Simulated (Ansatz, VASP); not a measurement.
## One calculation of Al2Cu, two programs

INCAR

```
SYSTEM = Al2Cu
  PREC = Accurate
  ENCUT = 520
  EDIFF = 1E-6
  ISMEAR = -1
  SIGMA = 0.05
  LREAL = .FALSE.
  LASPH = .TRUE.
  NELM = 80
  ALGO = Fast
  ISIF = 2
  LWAVE = .FALSE.
  LCHARG = .FALSE.
  GGA = PS
  NBANDS = 16
```

KPOINTS

```
Automatic mesh
0
G
  7 7 9
  0 0 0
```

Contents of POSCAR:

```
Al2Cu
1.0
    4.0776296128      0.0000000000      0.0000000000
    0.0000000000      4.0776296128      0.0000000000
    0.0000000000      0.0000000000      2.8719076301
Cu Al
1 2
Direct
    0.0000000000      0.0000000000      0.0000000000
    0.0000000000      0.5000000000      0.5000000000
    0.5000000000      0.0000000000      0.5000000000
```

Contents of input.yaml:

```yaml
crystal:
  lattice:
    - [4.0776296128, 0.0, 0.0]
    - [0.0, 4.0776296128, 0.0]
    - [0.0, 0.0, 2.8719076301]
  atoms:
    - { symbol: Cu, position: [0.0, 0.0, 0.0] }
    - { symbol: Al, position: [0.0, 0.5, 0.5] }
    - { symbol: Al, position: [0.5, 0.0, 0.5] }
kpoints:
  mp_grid: { grid: [7, 7, 9] }
scf:
  occupations: { method: fermi_dirac, width: 0.05 }
hamiltonian:
  xc: pbesol
  pseudopotentials: { kind: all_electron, lapw: { basis_error: 0.001 } }
output:
  forces: true
  stress: true
  eigenvalues: true
```

Change from the starting cell: volume scaled by 0.98.

Alike in both runs: task single point; functional PBEsol; k mesh 7 × 7 × 9; occupations fermi-dirac, width 0.05 eV; no spin polarisation.

|  | VASP | Ansatz |
| --- | --- | --- |
| version | VASP 6.6.1 | Ansatz 0.2.0 |
| potentials or method | VASP PAW PBE potentials, release 64 (Cu, Al), cutoff 520 eV | all-electron LAPW, scalar-relativistic |

|  | VASP | Ansatz | Ansatz less VASP |
| --- | --- | --- | --- |
| gap on the k mesh at the Fermi level (eV) | none | none | - |
| pressure (GPa) | -0.5 | -0.5 | 0.00 |
| traceless stress, the component that is largest in VASP (GPa) | -0.88 | -0.89 | -0.019 |

VASP's potentials were made for PBE, not for PBEsol. A gap of «none» marks a metal or a gap that the smearing closes. Ansatz ran all-electron here, and VASP with PAW potentials.
